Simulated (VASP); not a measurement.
Ge:

```
CELL_PARAMETERS angstrom
0.00000 2.82868 2.82868
2.82868 0.00000 2.82868
2.82868 2.82868 0.00000
ATOMIC_POSITIONS crystal
Ge 0.00000 0.00000 0.00000
Ge 0.25000 0.25000 0.25000
```

| Item | Value |
| --- | --- |
| Program | VASP 6.6.1 |
| Task | relaxation of cell and atoms |
| Functional | PBE |
| Potentials or basis | VASP PAW PBE potentials, release 64 (Ge_d) |
| Cutoff | 600 eV |
| k mesh | 12 × 12 × 12 |
| Occupations | fermi-dirac, width 0.05 eV |
| Spin | no spin polarisation |

At the start: pressure 3.6 GPa; volume 22.63 Å³/atom.

How do energy, volume and symmetry change on relaxing?

Over 5 steps the energy falls by 13.7 meV/atom and the volume is 23.85 Å³/atom (+5.4 %); space group Fd-3m (No. 227, to 0.1 Å) before and after.

Step by step:
| step | energy change (eV) | largest force (eV/Å) | pressure (GPa) | volume (Å³) |
| --- | --- | --- | --- | --- |
| 1 | 0.0000 | 0.0000 | 3.60 | 45.27 |
| 2 | -0.0245 | 0.0000 | -1.14 | 48.68 |
| 3 | -0.0274 | 0.0000 | -0.27 | 47.79 |
| 4 | -0.0272 | 0.0000 | 0.24 | 47.61 |
| 5 | -0.0273 | 0.0000 | 0.02 | 47.69 |

Final structure:
```
CELL_PARAMETERS angstrom
0.00000 2.87837 2.87837
2.87837 0.00000 2.87837
2.87837 2.87837 0.00000
ATOMIC_POSITIONS crystal
Ge 0.00000 0.00000 0.00000
Ge 0.25000 0.25000 0.25000
```
